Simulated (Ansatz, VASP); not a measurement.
## Al4Pt: VASP beside Ansatz

The input INCAR:

```
PREC = Accurate ; ENCUT = 600
EDIFF = 1E-6 ; ISMEAR = 0
SIGMA = 0.1 ; LREAL = F
LASPH = T ; NELM = 100
ALGO = Fast ; ISIF = 3
LWAVE = F ; LCHARG = F
GGA = PE ; IBRION = 2
NSW = 100 ; EDIFFG = -0.01
```

Contents of KPOINTS:

```
regular mesh
0
Gamma
  10 10 10
```

Contents of POSCAR:

```
Al4Pt
1.0
    0.0000000000      3.6056538876      3.6056538876
    3.6056538876      0.0000000000      3.6056538876
    3.6056538876      3.6056538876      0.0000000000
Al Pt
4 1
Direct
    0.1252098605      0.6243704185      0.1252098605
    0.1252098605      0.1252098605      0.1252098605
    0.6243704185      0.1252098605      0.1252098605
    0.1252098605      0.1252098605      0.6243704185
    0.5000000000      0.5000000000      0.5000000000
```

Input for Ansatz:

```yaml
crystal:
  lattice:
    - [0.0, 3.6056538876, 3.6056538876]
    - [3.6056538876, 0.0, 3.6056538876]
    - [3.6056538876, 3.6056538876, 0.0]
  atoms:
    - { symbol: Al, position: [0.1252098605, 0.6243704185, 0.1252098605] }
    - { symbol: Al, position: [0.1252098605, 0.1252098605, 0.1252098605] }
    - { symbol: Al, position: [0.6243704185, 0.1252098605, 0.1252098605] }
    - { symbol: Al, position: [0.1252098605, 0.1252098605, 0.6243704185] }
    - { symbol: Pt, position: [0.5, 0.5, 0.5] }
basis:
  ecutwfc: 420
kpoints:
  mp_grid: { grid: [10, 10, 10] }
hamiltonian:
  xc: pbe
scf:
  occupations: { method: gaussian, width: 0.1 }
output:
  forces: true
  stress: true
  eigenvalues: true
relax:
  adjacent_minimum: "off"
  f_tol: 0.01
  max_steps: 80
  cell: { stress_tol: 0.05 }
```

Alike in both runs: task relaxation of cell and atoms; functional PBE; k mesh 10 × 10 × 10; occupations gaussian, width 0.1 eV; no spin polarisation.

|  | VASP | Ansatz |
| --- | --- | --- |
| version | VASP 6.6.1 | Ansatz 0.2.0 |
| potentials or method | VASP PAW PBE potentials, release 64 (Al, Pt), cutoff 600 eV | scalar-relativistic, plane waves, PAW |
| valence electrons in the cell | 22 | 30 |

Ansatz gave:

```
gap on the k mesh at the Fermi level, each at its own relaxed structure (eV) : none
relaxed volume (Å³/atom)                                                     : 18.88
relaxed length of the cell vector where the two differ most in proportion (Å)              : 5.111
```

Question: Which values does VASP return?

Answer: gap on the k mesh at the Fermi level, each at its own relaxed structure (eV): none; relaxed volume (Å³/atom): 18.87; relaxed length of the cell vector where the two differ most in proportion (Å): 5.110.

A gap of «none» marks a metal or a gap that the smearing closes. VASP's potentials hold 22 valence electrons a cell and Ansatz's 30, so a difference there can come from the potentials and not from the codes.

Neither program's run includes spin-orbit coupling.
